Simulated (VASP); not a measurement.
# Cl2 in VASP: further runs

Cl2 is run at these levels: LDA; tasks: single point, relaxation of the atoms.

All numbers are computed with VASP 6.6.1; they aren't measurements. Logs are shortened: lines on timing, memory, paths and dates and some standing lists are left out, and cuts for length are marked.

## Step 1: The cell of the first run

The cell holds a cluster in a box, 2 atoms: a = 9.000 Å, b = 9.200 Å, c = 11.000 Å, α = 90.00°, β = 90.00°, γ = 90.00°.

## Step 2: Single point, LDA

INCAR reads:

```
PREC     = Accurate       # precision mode
ENCUT    = 500            # plane-wave cutoff, eV
EDIFF    = 1E-6           # SCF threshold, eV
ISMEAR   = -1             # smearing method
SIGMA    = 0.01           # smearing width, eV
LREAL    = F              # projectors in reciprocal space
LASPH    = T              # aspherical terms in the spheres
NELM     = 120            # most SCF steps
ALGO     = Normal         # electronic algorithm
ISIF     = 2              # what is computed and relaxed
LWAVE    = F              # write WAVECAR
LCHARG   = F              # write CHGCAR
NBANDS   = 14             # bands
GGA_COMPAT= F
```

KPOINTS reads:

```
Automatic mesh
0
Gamma
  1 1 1
```

POSCAR reads:

```
Cl
1.0
    9.0000000000      0.0000000000      0.0000000000
    0.0000000000      9.2000000000      0.0000000000
    0.0000000000      0.0000000000     11.0000000000
Cl
2
Direct
    0.5000000000      0.5000000000      0.4100135156
    0.5000000000      0.5000000000      0.5899864844
```

Potentials or basis: VASP PAW LDA potentials, release 64 (Cl).

Started as:

```
> cat potpaw_LDA.64/Cl/POTCAR > POTCAR
> mpirun -np 1 vasp_gam > vasp.out
```

OUTCAR:

```text
PREC = Accurate
   ENCUT = 500
   EDIFF = 1E-6
   ISMEAR = -1
   LREAL = F
   LASPH = T
   NELM = 120
   ISIF = 2

 ion  position               nearest neighbor table
   1  0.500  0.500  0.410-   2 1.98
   2  0.500  0.500  0.590-   1 1.98

  LATTYP: Found a simple orthorhombic cell.
 ALAT       =     9.0000000000
 B/A-ratio  =     1.0222222222
 C/A-ratio  =     1.2222222222

  Lattice vectors:

 A1 = (   9.0000000000,   0.0000000000,   0.0000000000)
 A2 = (   0.0000000000,   9.2000000000,   0.0000000000)
 A3 = (   0.0000000000,   0.0000000000,  11.0000000000)

Analysis of symmetry for initial positions (statically):
=====================================================================
 Subroutine PRICEL returns:
 Original cell was already a primitive cell.

 Routine SETGRP: Setting up the symmetry group for a
 simple orthorhombic supercell.

 Subroutine GETGRP returns: Found  8 space group operations
 (whereof  8 operations were pure point group operations)
 out of a pool of  8 trial point group operations.

The static configuration has the point symmetry D_2h.

Analysis of symmetry for dynamics (positions and initial velocities):
=====================================================================
 Subroutine PRICEL returns:
 Original cell was already a primitive cell.

 Routine SETGRP: Setting up the symmetry group for a
 simple orthorhombic supercell.

 Subroutine GETGRP returns: Found  8 space group operations
 (whereof  8 operations were pure point group operations)
 out of a pool of  8 trial point group operations.

The dynamic configuration has the point symmetry D_2h.

 Subroutine INISYM returns: Found  8 space group operations
 (whereof  8 operations are pure point group operations),
 and found     1 'primitive' translations

----------------------------------------------------------------------------------------

                                     Primitive cell

  volume of cell :     910.8000

  direct lattice vectors                    reciprocal lattice vectors
     9.000000000  0.000000000  0.000000000     0.111111111  0.000000000  0.000000000
     0.000000000  9.200000000  0.000000000     0.000000000  0.108695652  0.000000000
     0.000000000  0.000000000 11.000000000     0.000000000  0.000000000  0.090909091

  length of vectors
     9.000000000  9.200000000 11.000000000     0.111111111  0.108695652  0.090909091

  position of ions in fractional coordinates (direct lattice)
     0.500000000  0.500000000  0.410013516
     0.500000000  0.500000000  0.589986484

  ion indices of the primitive-cell ions
   primitive index   ion index
                 1           1
                 2           2

----------------------------------------------------------------------------------------

 KPOINTS: Automatic mesh

Automatic generation of k-mesh.
 Grid dimensions read from file:
 generate k-points for:    1    1    1

 Generating k-lattice:

  Cartesian coordinates                     Fractional coordinates (reciprocal lattice)
     0.111111111  0.000000000  0.000000000     1.000000000  0.000000000  0.000000000
     0.000000000  0.108695652  0.000000000     0.000000000  1.000000000  0.000000000
     0.000000000  0.000000000  0.090909091     0.000000000  0.000000000  1.000000000

  Length of vectors
     0.111111111  0.108695652  0.090909091

  Shift w.r.t. Gamma in fractional coordinates (k-lattice)
     0.000000000  0.000000000  0.000000000

 Subroutine IBZKPT returns following result:
 ===========================================

 Found      1 irreducible k-points:

 Following reciprocal coordinates:
            Coordinates               Weight
  0.000000  0.000000  0.000000      1.000000
   k-points           NKPTS =      1   k-points in BZ     NKDIM =      1   number of bands    NBANDS=     14
   number of dos      NEDOS =    301   number of ions     NIONS =      2
   total plane-waves  NPLWV = 392000
   dimension x,y,z NGX =    70 NGY =   70 NGZ =   80
   dimension x,y,z NGXF=   140 NGYF=  140 NGZF=  160
   ions per type =               2
   NGX,Y,Z   is equivalent  to a cutoff of  12.93, 12.65, 12.09 a.u.
   NGXF,Y,Z  is equivalent  to a cutoff of  25.86, 25.30, 24.18 a.u.
 SYSTEM =  unknown system
   PREC   = accura    normal or accurate (medium, high low for compatibility)
   ISTART =      0    job   : 0-new  1-cont  2-samecut
   ICHARG =      2    charge: 1-file 2-atom 10-const
   ISPIN  =      1    spin polarized calculation?
   LNONCOLLINEAR =      F non collinear calculations
   LSORBIT =      F    spin-orbit coupling
   LASPH  =      T    aspherical Exc in radial PAW
   ENCUT  =  500.0 eV  36.75 Ry    6.06 a.u.  16.41 16.77 20.06*2*pi/ulx,y,z
   NELM   =    120;   NELMIN=  2; NELMDL= -5     # of ELM steps
   EDIFF  = 0.1E-05   stopping-criterion for ELM
   LREAL  =      F    real-space projection
   EDIFFG = 0.1E-04   stopping-criterion for IOM
   NSW    =      0    number of steps for IOM
   IBRION =     -1    ionic relax: 0-MD 1-quasi-New 2-CG
   NFREE  =      0    steps in history (QN), initial steepest desc. (CG)
   ISIF   =      2    stress and relaxation
   ISYM   =      2    0-nonsym 1-usesym 2-fastsym
   POTIM  = 0.5000    time-step for ionic-motion
   TEBEG  =    0.0;   TEEND  =   0.0 temperature during run
   PSTRESS=    0.0 pullay stress
   NELECT =      14.0000    total number of electrons
   NUPDOWN=      -1.0000    fix difference up-down
   EMIN   =  10.00;   EMAX   =-10.00  energy-range for DOS
   EFERMI =   0.00;   METHOD = LEGACY
   ISMEAR =    -1;   SIGMA  =   0.01  broadening in eV -4-tet -1-fermi 0-gaus
   EFERMI_NEDOS =   21; number of points for ismear=-14 and -15
   IALGO  =     38    algorithm
   IMIX   =      4    mixing-type and parameters
     AMIX     =   0.40;   BMIX     =  1.00
     AMIX_MAG =   1.60;   BMIX_MAG =  1.00
  volume/ion in A,a.u.               =     455.40      3073.19
  Fermi-wavevector in a.u.,A,eV,Ry     =   0.407046  0.769205  2.254298  0.165686
  Thomas-Fermi vector in A             =   1.360428
   LORBIT       =      0    0 simple, 1 ext, 2 COOP (PROOUT), +10 PAW based schemes
   GGA     = CA    functional components
   LHFCALC =     F    Hartree Fock is set to
   AEXX    =    0.0000 exact exchange contribution
   IVDW    =     0    specifies the selected vdW correction
   LEPSILON=     F    determine dielectric tensor
   LRPA    =     F    only Hartree local field effects (RPA)
 non-spin polarized calculation
  energy-cutoff  :      500.00
  volume of cell :      910.80
 maximum number of plane-waves:     11553
 NGX is ok and might be reduce to    70
   NGX = 33   NGY = 33   NGZ = 41

 number of electron      13.9999997 magnetization

 Free energy of the ion-electron system (eV)
  ---------------------------------------------------
  ext. energy  EPLUGINS =         0.00000000
  ---------------------------------------------------
  free energy    TOTEN  =        -3.98630655 eV

  energy without entropy =       -3.98630655  energy(sigma->0) =       -3.98630655

 E-fermi :  -6.6452     XC(G=0):  -0.9956

 val. band max:       -6.9693730644   @ k =   0.0000   0.0000   0.0000
 cond. band min:      -3.9407454864   @ k =   0.0000   0.0000   0.0000
 fundamental gap:      3.0286275780
 Fermi energy:        -6.6451620929

 k-point     1 :       0.0000    0.0000    0.0000
  band No.  band energies     occupation
      1     -23.2821      2.00000
      2     -18.8460      2.00000
      3     -11.7357      2.00000
      4      -9.7374      2.00000
      5      -9.7373      2.00000
      6      -6.9694      2.00000
      7      -6.9694      2.00000
      8      -3.9407      0.00000
      9      -0.2798      0.00000
     10       0.9272      0.00000
     11       1.0692      0.00000
     12       1.5204      0.00000
     13       1.5427      0.00000
     14       1.5902      0.00000

------------------------ aborting loop because EDIFF is reached ----------------------------------------

  FORCE on cell =-STRESS in cart. coord.  units (eV):
  Direction    XX          YY          ZZ          XY          YZ          ZX
  --------------------------------------------------------------------------------------
  -------------------------------------------------------------------------------------
  Total       -0.0224491     -0.0238816     -0.3635535      0.0000000      0.0000000      0.0000000
  in kB       -0.0394899     -0.0420099     -0.6395226      0.0000000      0.0000000      0.0000000
  external PRESSURE =      -0.2403408 kB  Pullay stress =       0.0000000 kB

 VOLUME and BASIS-vectors are now :
 -----------------------------------------------------------------------------
  energy-cutoff  :      500.00
  volume of cell :      910.80
      direct lattice vectors                 reciprocal lattice vectors
     9.000000000  0.000000000  0.000000000     0.111111111  0.000000000  0.000000000
     0.000000000  9.200000000  0.000000000     0.000000000  0.108695652  0.000000000
     0.000000000  0.000000000 11.000000000     0.000000000  0.000000000  0.090909091

 POSITION                                       TOTAL-FORCE (eV/Angst)
 -----------------------------------------------------------------------------------
      4.50000      4.60000      4.51015         0.000000      0.000000      0.170710
      4.50000      4.60000      6.48985         0.000000      0.000000     -0.170710
 -----------------------------------------------------------------------------------
    total drift:                                0.000000      0.000000     -0.000000

  FREE ENERGIE OF THE ION-ELECTRON SYSTEM (eV)
  ---------------------------------------------------
  free  energy   TOTEN  =        -3.9863065510 eV

  energy  without entropy=       -3.9863065510  energy(sigma->0) =       -3.98630655
```

Run time: 30 s. Hardware: 1 thread of AMD EPYC 7R43 (Zen 3), shared host; peak memory 0.44 GiB.

What came out:

```
Free energy   : -3.9863 eV
Largest force : 0.171 eV/Å
```

Forces on the atoms (eV/Å):
```
Cl   0.000  0.000  0.171
Cl   0.000  0.000 -0.171
```

## Step 3: Single point, LDA

INCAR reads:

```
SYSTEM = Cl
PREC = Accurate ; ENCUT = 500
EDIFF = 1E-6 ; ISMEAR = -1
SIGMA = 0.01 ; LREAL = .False.
LASPH = .True. ; NELM = 120
ALGO = Normal ; ISIF = 2
LWAVE = .False. ; LCHARG = .False.
NBANDS = 14 ; GGA_COMPAT = .False.
```

KPOINTS reads:

```
Automatic mesh
0
Gamma
  1 1 1
  0 0 0
```

POSCAR is that of step 2.

Potentials or basis: VASP PAW LDA potentials, release 64 (Cl).

Started as:

```
> cat potpaw_LDA.64/Cl/POTCAR > POTCAR
> mpirun -np 1 vasp_gam > vasp.out
```

It took 30 s on 1 thread of AMD EPYC 7R43 (Zen 3), shared host; peak memory 0.45 GiB.

The run converged. Its results:

| Quantity | Value |
| --- | --- |
| Free energy | -3.9863 eV |
| Largest force | 0.171 eV/Å |

Forces in eV/Å, atoms in the order of the input:
```
Cl   0.000  0.000  0.171
Cl   0.000  0.000 -0.171
```

Levels at points of the mesh, in eV from the Fermi level:
| k point | band 3 | band 4 | band 5 | band 6 | band 7 | band 8 | band 9 | band 10 | band 11 | band 12 |
| --- | --- | --- | --- | --- | --- | --- | --- | --- | --- | --- |
| (0.00, 0.00, 0.00) | -5.09 | -3.09 | -3.09 | -0.32 | -0.32 | 2.70 | 6.37 | 7.57 | 7.71 | 8.17 |

## Step 4: Single point, LDA

INCAR reads:

```
SYSTEM = Cl
PREC     = Accurate       ! precision mode
ENCUT    = 500            ! plane-wave cutoff, eV
EDIFF    = 1E-6           ! SCF threshold, eV
ISMEAR   = -1             ! smearing method
SIGMA    = 0.01           ! smearing width, eV
LREAL    = .False.        ! projectors in reciprocal space
LASPH    = .True.         ! aspherical terms in the spheres
NELM     = 120            ! most SCF steps
ALGO     = Normal         ! electronic algorithm
ISIF     = 2              ! what is computed and relaxed
LWAVE    = .False.        ! write WAVECAR
LCHARG   = .True.         ! write CHGCAR
GGA      = CA             ! functional
LELF     = .True.         ! ELF
LVHAR    = .True.       
NBANDS   = 14             ! bands
GGA_COMPAT= .False.
```

KPOINTS reads:

```
regular mesh
0
Gamma
  1 1 1
  0 0 0
```

POSCAR is that of step 3.

Started as:

```
> cat potpaw_LDA.64/Cl/POTCAR > POTCAR
> mpirun -np 1 vasp_gam > vasp.out
```

It took 45 s on 1 thread of AMD EPYC 7R43 (Zen 3), shared host; peak memory 0.45 GiB.

Results (log left out):

- Free energy: -3.9863 eV
- Largest force: 0.171 eV/Å

Forces on the atoms (eV/Å):
```
Cl   0.000  0.000  0.171
Cl   0.000  0.000 -0.171
```

Levels at points of the mesh, in eV from the Fermi level:
```tsv
k point	band 3	band 4	band 5	band 6	band 7	band 8	band 9	band 10	band 11	band 12
(0.00, 0.00, 0.00)	-5.09	-3.09	-3.09	-0.32	-0.32	2.70	6.37	7.57	7.71	8.17
```

## Step 5: Single point, LDA

INCAR reads:

```
PREC = Accurate
ENCUT = 500
EDIFF = 1E-6
ISMEAR = -1
SIGMA = 0.01
LREAL = F
LASPH = T
NELM = 120
ALGO = Normal
ISIF = 2
LWAVE = F
LCHARG = F
GGA = CA
NBANDS = 14
GGA_COMPAT = F
```

KPOINTS reads:

```
Automatic mesh
0
Gamma
  1 1 1
```

POSCAR is that of step 4.

Started as:

```
> cat potpaw_LDA.64/Cl/POTCAR > POTCAR
> mpirun -np 1 vasp_gam > vasp.out
```

Wall time 27 s (1 thread of AMD EPYC 7R43 (Zen 3), shared host); peak memory 0.45 GiB.

The run converged. Its results:

```
Free energy   : -3.9863 eV
Largest force : 0.171 eV/Å
```

Forces on the atoms (eV/Å):
```
Cl   0.000  0.000  0.171
Cl   0.000  0.000 -0.171
```

Levels at points of the mesh, in eV from the Fermi level:
```tsv
k point	band 4	band 5	band 6	band 7	band 8	band 9	band 10	band 11
(0.00, 0.00, 0.00)	-3.09	-3.09	-0.32	-0.32	2.70	6.37	7.57	7.71
```

## Step 6: Relaxation of the atoms, LDA

INCAR reads:

```
SYSTEM = Cl
ALGO = Normal
EDIFF = 1E-7
EDIFFG = -0.003
ENCUT = 450
GGA = CA
GGA_COMPAT = .False.
IBRION = 2
ISIF = 2
ISMEAR = -1
LASPH = .True.
LCHARG = .False.
LREAL = .False.
LWAVE = .False.
NELM = 120
NELMIN = 4
NSW = 100
PREC = Accurate
SIGMA = 0.01
```

KPOINTS reads:

```
k-points
0
Gamma
  1 1 1
  0 0 0
```

POSCAR reads:

```
Cl
1.0
    9.0000000000      0.0000000000      0.0000000000
    0.0000000000      9.2000000000      0.0000000000
    0.0000000000      0.0000000000     11.0000000000
Cl
2
Direct
    0.5000000000      0.5000000000      0.4090909100
    0.5000000000      0.5000000000      0.5909090900
```

Potentials or basis: VASP PAW LDA potentials, release 64 (Cl).

Started as:

```
> cat potpaw_LDA.64/Cl/POTCAR > POTCAR
> mpirun -np 1 vasp_gam > vasp.out
```

Wall time 44 s (1 thread of AMD EPYC 7R43 (Zen 3), shared host); peak memory 0.42 GiB.

Results (log left out):

| Property | Result |
| --- | --- |
| Free energy | -3.9872 eV |
| Energy gained by relaxing | 4.1 meV/atom |
| Ionic steps | 3 |

The path:
| step | energy change (eV) | largest force (eV/Å) | pressure (GPa) |
| --- | --- | --- | --- |
| 1 | 0.0000 | 0.5515 | -0.07 |
| 2 | -0.0019 | 0.5267 | 0.05 |
| 3 | -0.0082 | 0.0001 | -0.01 |

Final structure:
```xyz
2
Lattice="9.0000 0.0000 0.0000 0.0000 9.2000 0.0000 0.0000 0.0000 11.0000" Properties=species:S:1:pos:R:3 pbc="T T T"
Cl    4.5000    4.6000    4.5144
Cl    4.5000    4.6000    6.4856
```

Levels at points of the mesh, in eV from the Fermi level:
```
           k point  band 3  band 4  band 5  band 6  band 7  band 8  band 9  band 10  band 11
(0.00, 0.00, 0.00)   -5.10   -3.11   -3.11   -0.30   -0.30    2.78    6.37     7.58     7.73
```
